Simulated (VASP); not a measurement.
Set up this calculation in VASP 6.6.1, as the native input.

* Task: single point
* Functional: PBE
* Potentials or basis: VASP PAW PBE potentials, release 64 (C)
* Cutoff: 520 eV
* k mesh: 18 × 18 × 6
* Occupations: gaussian, width 0.15 eV
* Spin: no spin polarisation
* Dipole correction: no
* Further INCAR settings: ALGO = Normal; EDIFF = 1e-06; NBANDS = 16

The structure of C lies in POSCAR:

```
C
1.0
    2.4665231295      0.0000000000      0.0000000000
   -1.2332615647      2.1360716891      0.0000000000
    0.0000000000      0.0000000000      8.5653080463
C
4
Direct
   -0.1398067164      0.0666163476      0.0025000000
    0.1398067164     -0.0666163476      0.5025000000
    0.1935239585      0.7332842810      0.0025000000
    0.8064760415      0.2667157190      0.5025000000
```

This cell differs from its parent crystal: mode 4 frozen in at -0.427 Å and mode 5 at +0.142 Å (largest displacements).

One way to write it, as run:

INCAR

```
SYSTEM = C
PREC = Accurate
ENCUT = 520
EDIFF = 1E-6
ISMEAR = 0
SIGMA = 0.15
LREAL = .FALSE.
LASPH = .TRUE.
NELM = 100
ALGO = Normal
ISIF = 2
LWAVE = .FALSE.
LCHARG = .TRUE.
GGA = PE
LELF = .TRUE.
LVHAR = .TRUE.
NBANDS = 16
```

KPOINTS

```
regular mesh
0
G
  18 18 6
  0 0 0
```

Potentials or basis: VASP PAW PBE potentials, release 64 (C).

The run is started by

```console
$ cat potpaw_PBE.64/C/POTCAR > POTCAR
$ mpirun -np 1 vasp_std > vasp.out
```

Results of the run:

* Pressure: 0.4 GPa
* Band gap on the k mesh: zero (filled and empty bands touch)

Caveat: the cell differs from its parent crystal (mode 4 frozen in at -0.427 Å and mode 5 at +0.142 Å (largest displacements)); this functional lacks dispersion, which binds the layers, so the pressure and a relaxed spacing across them are unreliable.

Wall time 4.7 min on 1 thread of Intel(R) Xeon(R) Platinum 8259CL CPU @ 2.50GHz (Skylake/Cascade Lake), with other jobs on the host, peak memory 0.42 GiB.
